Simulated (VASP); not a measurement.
Runs of VASP 6.6.1 on SrTa2O2. The structure is that of space group P6/mmm (No. 191), or close to it. The cells are those of the table. The cell was generated, and may not be a known phase.

| task | cell | k mesh | cutoff (eV) | gap on the mesh (eV) | pressure (GPa) |
| --- | --- | --- | --- | --- | --- |
| single point | a = 4.013, b = 4.013, c = 6.839 Å, angles 90.0, 90.0, 120.0°, 5 atoms | 6 × 6 × 4 | 520 | none | 20.9 |
| relaxation of cell and atoms | relaxed from a = 4.013, b = 4.013, c = 6.839 Å, angles 90.0, 90.0, 120.0°, 5 atoms | 6 × 6 × 4 | 600 | none | -0.1 |
| single point | a = 5.041, b = 5.041, c = 3.971 Å, angles 90.0, 90.0, 120.0°, 5 atoms | 12 × 12 × 10 | 520 | none | 0.3 |
| single point | a = 5.048, b = 5.048, c = 3.966 Å, angles 90.0, 90.0, 120.0°, 5 atoms | 6 × 6 × 4 | 520 | none | (a) |

Alike in all rows: level PBE; potentials or basis VASP PAW PBE potentials, release 64 (Sr_sv, Ta_pv, O); no spin polarisation; smearing gaussian 0.1 eV.

Fill in the values left out.

(a) 0.4.

Caveats: some runs use coarse meshes; spin-orbit coupling is left out, which moves the levels of the heavy elements; the stress differs along the axes, from -11 to 37 GPa (at least some runs); a cell axis changed by over 15 % at a fixed basis, so the end point is rough (at least some runs).

A k mesh can miss the band edges, and the runs leave out spin-orbit coupling on Sr, Ta.

A gap of «none» marks levels without a gap at the run's occupations.
